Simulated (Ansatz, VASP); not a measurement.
**Se in VASP and in Ansatz**

```xyz
3
Lattice="4.3662 0.0000 0.0000 -2.1831 3.7812 0.0000 0.0000 0.0000 4.9536" Properties=species:S:1:pos:R:3 pbc="T T T"
Se    0.9841    0.0000    1.6512
Se   -0.4921    0.8523    3.3024
Se    1.6910    2.9289    0.0000
```

Alike in both runs: task relaxation of cell and atoms; functional LDA; k mesh 9 × 9 × 8; occupations gaussian, width 0.02 eV; no spin polarisation.

|  | VASP | Ansatz |
| --- | --- | --- |
| version | VASP 6.6.1 | Ansatz 0.2.0 |
| potentials or method | VASP PAW LDA potentials, release 64 (Se) | scalar-relativistic, plane waves, PAW |
| plane-wave cutoff (eV) | 600 | 420 |
| valence electrons in the cell | 18 | 48 |

```tsv
	VASP	Ansatz	Ansatz less VASP
gap on the k mesh at the Fermi level, each at its own relaxed structure (eV)	0.28	0.29	+0.015
relaxed volume (Å³/atom)	23.05	23.04	-0.009
relaxed cell length with the largest relative difference (Å)	5.122	5.118	-0.0045
```

LDA's correlation is that of Perdew and Zunger in VASP and of Perdew and Wang (1992) in Ansatz. VASP's potentials hold 18 valence electrons a cell and Ansatz's 48, so a difference there can come from the potentials and not from the codes.

Noted on VASP's run: the volume moved by over 15 % at a fixed basis, so the end points are rough.
